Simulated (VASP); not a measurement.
Input of a VASP 6.6.1 run:

INCAR

```
SYSTEM = Cu
ALGO = Normal ; EDIFF = 1E-6
ENCUT = 600 ; GGA = PS
GGA_COMPAT = .FALSE. ; ISIF = 2
ISMEAR = -1 ; LASPH = .TRUE.
LCHARG = .TRUE. ; LELF = .TRUE.
LREAL = .FALSE. ; LVHAR = .TRUE.
LWAVE = .FALSE. ; NBANDS = 18
NELM = 120 ; PREC = Accurate
SIGMA = 0.1
```

File KPOINTS:

```
k-points
0
G
  18 18 9
  0 0 0
```

POSCAR

```
Cu
1.0
   -1.6472379018      1.3564520837      1.2080100265
    1.3564520837     -1.6472379018      1.2080100265
    3.0824797769      3.0824797769     -1.7405847847
Cu
2
Direct
    0.9586026563      0.0413973437      0.0000000000
    0.7913973437      0.2086026563      0.5000000000
```

Potentials or basis: VASP PAW PBE potentials, release 64 (Cu).

The run is started by

```bash
$ cat potpaw_PBE.64/Cu/POTCAR > POTCAR
$ mpirun -np 1 vasp_std > vasp.out
```

**Question.** What does it give for the band gap on the k mesh?

**Answer.** Zero (bands 11 and 12 overlap by 6.43 eV).

**Question.** What does it give for the pressure?

**Answer.** 17.8 GPa.

Stress tensor (GPa, compression positive):
```
17.93  0.25  0.04
 0.25 17.93  0.04
 0.04  0.04 17.55
```

Caveat: the cell stands under pressure; the PAW data sets were made with another functional, which shifts forces and pressure a little.
